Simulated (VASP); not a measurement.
# Si8O17 (a cell with a defect) in VASP: notebook, part 2 of 3

VASP 6.6.1.

## 3. Single point, PBE

The input, INCAR:

```
SYSTEM = Si8O17
PREC     = Accurate       ! precision mode
ENCUT    = 520            ! plane-wave cutoff, eV
EDIFF    = 1E-6           ! SCF threshold, eV
ISMEAR   = -1             ! smearing method
SIGMA    = 0.01           ! smearing width, eV
LREAL    = .FALSE.        ! projectors in reciprocal space
LASPH    = .TRUE.         ! aspherical terms in the spheres
NELM     = 120            ! most SCF steps
ALGO     = Normal         ! electronic algorithm
ISIF     = 2              ! what is computed and relaxed
LWAVE    = .FALSE.        ! write WAVECAR
LCHARG   = .FALSE.        ! write CHGCAR
GGA      = PE             ! functional
NBANDS   = 85             ! bands
GGA_COMPAT= .FALSE.
```

The input, KPOINTS:

```
regular mesh
0
G
  1 1 1
  0 0 0
```

The input, POSCAR:

```
Si8O17
1.0
    0.0000000000      5.0813926900      7.0944098900
    5.0813926900      0.0000000000      7.0944098900
    5.0813926900      5.0813926900      0.0000000000
Si O
8 17
Direct
    0.2208592068      0.2689585794      0.4621501224
    0.7715859806      0.7575020693      0.9422701002
    0.0906352852      0.6814882403      0.1138507026
    0.5346055041      0.2013908115      0.6461781647
    0.4464657268      0.8254788872      0.3738878897
    0.9117607694      0.3420054148      0.8700267550
    0.0454051206     -0.0121166481      0.2653641997
    0.5014680102      0.5079674144      0.8049807778
    0.0269098437      0.2805750196      0.6415843705
    0.6323295005      0.7476234191      0.1735649257
    0.4748407035      0.3471519696      0.7855743126
    0.9877884844      0.8490592546      0.2530737742
    0.3327436566      0.2932472644      0.5707690412
    0.9430209845      0.7685212298      0.9607727778
    0.2629165467      0.8394927773      0.3427319091
    0.6923848382      0.3780199659      0.9210430991
    0.0467798002      0.1494054713      0.0456961097
    0.5320189792      0.6506587536      0.5810283319
    0.3722079442      0.0488419566      0.3867950089
    0.8806622236      0.5503896630      0.8617449062
    0.2987796491      0.6600095819      0.9603439823
    0.6789196745      0.2305174320      0.4136738361
    0.1398287948      0.4595712136      0.2624687368
    0.6350548095      0.9626829435      0.7748943142
   -0.1140835533      0.1144120235      0.4617983288
```

Potentials or basis: VASP PAW PBE potentials, release 64 (Si, O).

On the command line:

```bash
$ cat potpaw_PBE.64/Si/POTCAR potpaw_PBE.64/O/POTCAR > POTCAR
$ mpirun -np 1 vasp_gam > vasp.out
```

OUTCAR:

```text
SYSTEM = Si8O17
   PREC = Accurate
   ENCUT = 520
   EDIFF = 1E-6
   ISMEAR = -1
   LREAL = .FALSE.
   LASPH = .TRUE.
   NELM = 120
   ISIF = 2
   GGA = PE

 ion  position               nearest neighbor table
   1  0.221  0.269  0.462-   9 1.62  23 1.63  19 1.63  13 1.63   6 3.00   4 3.13
   2  0.772  0.758  0.942-  10 1.61  14 1.62  20 1.63  24 1.63   3 3.07
   3  0.091  0.681  0.114-  21 1.62  14 1.62  23 1.63  12 1.64   8 3.02   7 3.02   2 3.07
   4  0.535  0.201  0.646-  13 1.61  24 1.62  11 1.62  22 1.67  25 2.48   8 3.12   1 3.13
   5  0.446  0.825  0.374-  10 1.61  18 1.62  15 1.63  19 1.63   7 3.11   8 3.15
   6  0.912  0.342  0.870-  16 1.62   9 1.63  20 1.63  17 1.63   1 3.00   8 3.02   7 3.12
   7  0.045  0.988  0.265-  15 1.62  17 1.63  12 1.63  25 1.67  22 2.44   3 3.02   5 3.11   6 3.12

   8  0.501  0.508  0.805-  16 1.62  21 1.62  18 1.63  11 1.63   6 3.02   3 3.02   4 3.12   5 3.15

   9  0.027  0.281  0.642-   1 1.62   6 1.63
  10  0.632  0.748  0.174-   5 1.61   2 1.61
  11  0.475  0.347  0.786-   4 1.62   8 1.63
  12  0.988  0.849  0.253-   7 1.63   3 1.64
  13  0.333  0.293  0.571-   4 1.61   1 1.63
  14  0.943  0.769  0.961-   2 1.62   3 1.62
  15  0.263  0.839  0.343-   7 1.62   5 1.63
  16  0.692  0.378  0.921-   6 1.62   8 1.62
  17  0.047  0.149  0.046-   7 1.63   6 1.63
  18  0.532  0.651  0.581-   5 1.62   8 1.63
  19  0.372  0.049  0.387-   1 1.63   5 1.63
  20  0.881  0.550  0.862-   2 1.63   6 1.63
  21  0.299  0.660  0.960-   3 1.62   8 1.62
  22  0.679  0.231  0.414-  25 1.49   4 1.67   7 2.44
  23  0.140  0.460  0.262-   1 1.63   3 1.63
  24  0.635  0.963  0.775-   4 1.62   2 1.63
  25  0.886  0.114  0.462-  22 1.49   7 1.67   4 2.48

  LATTYP: Found a body centered tetragonal cell.
 ALAT       =     7.1861744579
 C/A-ratio  =     1.9744608015

  Lattice vectors:

 A1 = (  -5.0813926900,   0.0000000000,   7.0944098900)
 A2 = (   5.0813926900,   0.0000000000,   7.0944098900)
 A3 = (   0.0000000000,   5.0813926900,  -7.0944098900)

Analysis of symmetry for initial positions (statically):
=====================================================================
 Subroutine PRICEL returns:
 Original cell was already a primitive cell.

 Routine SETGRP: Setting up the symmetry group for a
 body centered tetragonal supercell.

 Subroutine GETGRP returns: Found  1 space group operations
 (whereof  1 operations were pure point group operations)
 out of a pool of 16 trial point group operations.

The static configuration has the point symmetry C_1 .

Analysis of symmetry for dynamics (positions and initial velocities):
=====================================================================
 Subroutine PRICEL returns:
 Original cell was already a primitive cell.

 Routine SETGRP: Setting up the symmetry group for a
 body centered tetragonal supercell.

 Subroutine GETGRP returns: Found  1 space group operations
 (whereof  1 operations were pure point group operations)
 out of a pool of 16 trial point group operations.

The dynamic configuration has the point symmetry C_1 .

 Subroutine INISYM returns: Found  1 space group operations
 (whereof  1 operations are pure point group operations),
 and found     1 'primitive' translations

----------------------------------------------------------------------------------------

[... 90 lines left out ...]

 Found      1 irreducible k-points:

 Following reciprocal coordinates:
            Coordinates               Weight
  0.000000  0.000000  0.000000      1.000000
   k-points           NKPTS =      1   k-points in BZ     NKDIM =      1   number of bands    NBANDS=     85
   number of dos      NEDOS =    301   number of ions     NIONS =     25
   total plane-waves  NPLWV = 264600
   dimension x,y,z NGX =    70 NGY =   70 NGZ =   54
   dimension x,y,z NGXF=   140 NGYF=  140 NGZF=  108
   ions per type =               8  17
   NGX,Y,Z   is equivalent  to a cutoff of  13.34, 13.34, 12.49 a.u.
   NGXF,Y,Z  is equivalent  to a cutoff of  26.67, 26.67, 24.98 a.u.
 SYSTEM =  Si8O17
   PREC   = accura    normal or accurate (medium, high low for compatibility)
   ISTART =      0    job   : 0-new  1-cont  2-samecut
   ICHARG =      2    charge: 1-file 2-atom 10-const
   ISPIN  =      1    spin polarized calculation?
   LNONCOLLINEAR =      F non collinear calculations
   LSORBIT =      F    spin-orbit coupling
   LASPH  =      T    aspherical Exc in radial PAW
   ENCUT  =  520.0 eV  38.22 Ry    6.18 a.u.  16.23 16.23 13.36*2*pi/ulx,y,z
   NELM   =    120;   NELMIN=  2; NELMDL= -5     # of ELM steps
   EDIFF  = 0.1E-05   stopping-criterion for ELM
   LREAL  =      F    real-space projection
   EDIFFG = 0.1E-04   stopping-criterion for IOM
   NSW    =      0    number of steps for IOM
   IBRION =     -1    ionic relax: 0-MD 1-quasi-New 2-CG
   NFREE  =      0    steps in history (QN), initial steepest desc. (CG)
   ISIF   =      2    stress and relaxation
   ISYM   =      2    0-nonsym 1-usesym 2-fastsym
   POTIM  = 0.5000    time-step for ionic-motion
   TEBEG  =    0.0;   TEEND  =   0.0 temperature during run
   PSTRESS=    0.0 pullay stress
   NELECT =     134.0000    total number of electrons
   NUPDOWN=      -1.0000    fix difference up-down
   EMIN   =  10.00;   EMAX   =-10.00  energy-range for DOS
   EFERMI =   0.00;   METHOD = LEGACY
   ISMEAR =    -1;   SIGMA  =   0.01  broadening in eV -4-tet -1-fermi 0-gaus
   EFERMI_NEDOS =   21; number of points for ismear=-14 and -15
   IALGO  =     38    algorithm
   IMIX   =      4    mixing-type and parameters
     AMIX     =   0.40;   BMIX     =  1.00
     AMIX_MAG =   1.60;   BMIX_MAG =  1.00
  volume/ion in A,a.u.               =      14.65        98.89
  Fermi-wavevector in a.u.,A,eV,Ry     =   1.170772  2.212439 18.649617  1.370708
  Thomas-Fermi vector in A             =   2.307226
   LORBIT       =      0    0 simple, 1 ext, 2 COOP (PROOUT), +10 PAW based schemes
   GGA     = PE    functional components
   LHFCALC =     F    Hartree Fock is set to
   AEXX    =    0.0000 exact exchange contribution
   IVDW    =     0    specifies the selected vdW correction
   LEPSILON=     F    determine dielectric tensor
   LRPA    =     F    only Hartree local field effects (RPA)
 non-spin polarized calculation
  energy-cutoff  :      520.00
  volume of cell :      366.36
 maximum number of plane-waves:      4932
 NGX is ok and might be reduce to    70
   NGX = 33   NGY = 33   NGZ = 27

 number of electron     134.0000005 magnetization

 Free energy of the ion-electron system (eV)
  ---------------------------------------------------
  ext. energy  EPLUGINS =         0.00000000
  ---------------------------------------------------
  free energy    TOTEN  =      -192.84143776 eV

  energy without entropy =     -192.84143776  energy(sigma->0) =     -192.84143776

 E-fermi :   0.8795     XC(G=0):  -8.3052

 val. band max:        0.5581688404   @ k =   0.0000   0.0000   0.0000
 cond. band min:       5.1408384682   @ k =   0.0000   0.0000   0.0000
 fundamental gap:      4.5826696278
 Fermi energy:         0.8795274304

 k-point     1 :       0.0000    0.0000    0.0000
  band No.  band energies     occupation
      1     -20.7361      2.00000
      2     -19.3759      2.00000
      3     -18.7145      2.00000
      4     -18.6335      2.00000
      5     -18.6152      2.00000
      6     -18.5820      2.00000
[... 71 lines left out ...]
     78       9.3053      0.00000
     79       9.4037      0.00000
 [bands above 79 left out]

------------------------ aborting loop because EDIFF is reached ----------------------------------------

  FORCE on cell =-STRESS in cart. coord.  units (eV):
  Direction    XX          YY          ZZ          XY          YZ          ZX
  --------------------------------------------------------------------------------------
  -------------------------------------------------------------------------------------
  Total        3.0310739      1.0848457      3.2168426     -2.5435851      5.1138382     -6.2527751
  in kB       13.2554758      4.7442413     14.0678784    -11.1235925     22.3638091    -27.3446015
  external PRESSURE =      10.6891985 kB  Pullay stress =       0.0000000 kB

 VOLUME and BASIS-vectors are now :
 -----------------------------------------------------------------------------
  energy-cutoff  :      520.00
  volume of cell :      366.36
      direct lattice vectors                 reciprocal lattice vectors
     0.000000000  5.081392690  7.094409890    -0.098398221  0.098398221  0.070478025
     5.081392690  0.000000000  7.094409890     0.098398221 -0.098398221  0.070478025
     5.081392690  5.081392690  0.000000000     0.098398221  0.098398221 -0.070478025

 POSITION                                       TOTAL-FORCE (eV/Angst)
 -----------------------------------------------------------------------------------
      3.71505      3.47064      3.47497        -0.024925     -0.022467      0.005840
      8.63721      8.70878     10.84798        -0.020878     -0.014111     -0.002431
      4.04143      1.03907      5.47776         0.012787     -0.012643     -0.009512
      4.30683      6.00003      5.22146         0.030926     -0.008786     -0.041224
      6.09445      4.16854      9.02370        -0.020637      0.024702      0.010173
      6.15881      9.05396      8.89473        -0.002099      0.016003      0.003307
[... 17 lines left out ...]
      8.82931      7.16451     11.33501         0.008009      0.006839      0.008682
      2.92795      6.84827      7.09674        -0.007431      0.166952      0.087195
 -----------------------------------------------------------------------------------
    total drift:                                0.001302      0.001271     -0.001175

  FREE ENERGIE OF THE ION-ELECTRON SYSTEM (eV)
  ---------------------------------------------------
  free  energy   TOTEN  =      -192.8414377560 eV

  energy  without entropy=     -192.8414377560  energy(sigma->0) =     -192.84143776
```

Run time: 2.2 min. Hardware: 1 thread of Intel Xeon 8259CL, shared host; peak memory 0.54 GiB.

Results:

```yaml
Free_energy: -192.8414 eV
Pressure: 1.1 GPa
Largest_force: 0.188 eV/Å
```

Forces on the atoms (eV/Å):
```
Si  -0.025 -0.022  0.006
Si  -0.021 -0.014 -0.002
Si   0.013 -0.013 -0.010
Si   0.031 -0.009 -0.041
Si  -0.021  0.025  0.010
Si  -0.002  0.016  0.003
Si  -0.028  0.015  0.006
Si   0.008  0.013  0.004
O    0.004  0.002  0.001
O    0.002 -0.013  0.010
O   -0.007 -0.001  0.013
O   -0.007 -0.001  0.000
O   -0.012  0.001 -0.007
O    0.002  0.005 -0.010
O    0.004 -0.001  0.011
O   -0.002 -0.002  0.004
O    0.004 -0.003 -0.008
O    0.006 -0.003 -0.013
O    0.005  0.001 -0.011
O    0.005  0.002 -0.011
O   -0.002 -0.001 -0.004
O    0.034 -0.174 -0.059
O    0.007  0.004  0.012
O    0.008  0.007  0.009
O   -0.007  0.167  0.087
```

Levels at points of the mesh, in eV from the Fermi level:
```
           k point  band 64  band 65  band 66  band 67  band 68  band 69  band 70  band 71
(0.00, 0.00, 0.00)    -1.34    -1.21    -1.14    -0.32     4.26     4.57     7.49     7.68
```

Caveat: the k points lie up to 0.98 Å⁻¹ apart.

## 4. Single point, PBE

The input, INCAR:

```
SYSTEM = Si8O17
PREC = Accurate
ENCUT = 520
EDIFF = 1E-6
ISMEAR = -1
SIGMA = 0.01
LREAL = .FALSE.
LASPH = .TRUE.
NELM = 120
ALGO = Normal
ISIF = 2
LWAVE = .FALSE.
LCHARG = .FALSE.
GGA = PE
NBANDS = 85
GGA_COMPAT = .FALSE.
```

KPOINTS is that of step 3.

The input, POSCAR:

```
Si8O17
1.0
    0.0000000000      5.0813926900      7.0944098900
    5.0813926900      0.0000000000      7.0944098900
    5.0813926900      5.0813926900      0.0000000000
Si O
8 17
Direct
    0.2615424831      0.2604758464      0.4434608926
    0.7292452670      0.7567310388      0.9235624400
    0.1100859852      0.6730989571      0.1371641442
    0.5703569608      0.1889075987      0.6169913447
    0.4331436858      0.8458636088      0.3675025638
    0.9132336471      0.3264559305      0.8560149720
    0.0015394387      0.0202303776      0.2995461284
    0.5053573453      0.4982588977      0.7829506835
    0.1128753911      0.2364269523      0.6653693227
    0.6005136213      0.7472468194      0.1622780455
    0.4543734530      0.3658282396      0.7470452077
    1.0328671815      0.8194009005      0.2857077464
    0.4149493791      0.2937591784      0.4649639188
    0.9616376808      0.6979485543      0.8943824253
    0.2018258032      0.9281430208      0.3772577630
    0.7338207659      0.3236133430      0.8442963940
   -0.0114500764      0.1822015581      0.0761185679
    0.5136694443      0.6672308885      0.5745473768
    0.4147181597      0.0467336102      0.3565871180
    0.8047429657      0.5711851455      0.8318522568
    0.3297372495      0.6163515872      0.9755543122
    0.7943555289      0.1381507828      0.4743108375
    0.1223593870      0.4643518497      0.2758300708
    0.5897692703      0.9820178371      0.7777032759
   -0.0864723977     -0.1631805019      1.0107577829
```

On the command line:

```bash
$ cat potpaw_PBE.64/Si/POTCAR potpaw_PBE.64/O/POTCAR > POTCAR
$ mpirun -np 1 vasp_gam > vasp.out
```

Run time: 2.2 min. Hardware: 1 thread of Intel Xeon 8259CL, shared host; peak memory 0.53 GiB.

The run converged. Its results:

```yaml
Free_energy: -192.8415 eV
Pressure: 1.1 GPa
Largest_force: 0.177 eV/Å
```

Forces on the atoms (eV/Å):
```
Si  -0.007 -0.009 -0.012
Si  -0.007 -0.031 -0.046
Si   0.014  0.025  0.010
Si   0.008 -0.003  0.009
Si  -0.017  0.015 -0.003
Si  -0.022  0.029  0.007
Si   0.030  0.013  0.017
Si   0.015  0.003  0.003
O    0.000 -0.007  0.014
O    0.003 -0.008  0.010
O    0.002  0.002  0.006
O   -0.009 -0.004  0.004
O   -0.002 -0.002 -0.004
O   -0.166 -0.029 -0.054
O   -0.012  0.006  0.014
O    0.003 -0.006 -0.002
O    0.001 -0.003 -0.011
O    0.003 -0.004 -0.014
O    0.005 -0.003 -0.008
O    0.003  0.013 -0.005
O    0.001 -0.006 -0.012
O    0.000 -0.007 -0.017
O   -0.001  0.005  0.000
O    0.000  0.007  0.014
O    0.156  0.005  0.081
```

Stress tensor (GPa, compression positive):
```
0.47 1.11 2.24
1.11 1.33 2.73
2.24 2.73 1.40
```

Levels at points of the mesh, in eV from the Fermi level:
```
           k point  band 64  band 65  band 66  band 67  band 68  band 69  band 70  band 71
(0.00, 0.00, 0.00)    -1.34    -1.22    -1.14    -0.33     4.25     4.56     7.49     7.67
```

Caveat: the k points lie up to 0.98 Å⁻¹ apart.

(Part 2 of 3 ends here.)
